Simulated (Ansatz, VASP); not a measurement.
**Ti: VASP beside Ansatz**

```
Ti
1.0
     0.00000    2.01476    4.90906
     1.88887    0.00000    4.90906
     1.88887    2.01476    0.00000
Ti
2
Direct
  0.84973 0.84973 0.15027
  0.15027 0.15027 0.84973
```

Alike in both runs: functional PBE; k mesh 6 × 6 × 6; occupations gaussian, width 0.1 eV; no spin polarisation.

Ansatz relaxed the structure, and its values are those at the end. VASP's run is a single point on that final structure, the one shown.

|  | VASP | Ansatz |
| --- | --- | --- |
| version | VASP 6.6.1 | Ansatz 0.2.0 |
| potentials or method | VASP PAW PBE potentials, release 64 (Ti_sv), cutoff 520 eV | scalar-relativistic, plane waves, PAW |
| valence electrons in the cell | 24 | 24 |

Ansatz gave:

| Quantity | Value |
| --- | --- |
| gap on the k mesh at the Fermi level (eV) | none |
| pressure (GPa) | 0.0 |
| rms of the force components (eV/Å) | 0.007 |

Task: Estimate VASP's values.

Result: gap on the k mesh at the Fermi level (eV): none; pressure (GPa): -0.5; rms of the force components (eV/Å): 0.016.

A gap of «none» marks a metal or a gap that the smearing closes.

The k mesh is coarse, so the values compare programs but aren't converged.
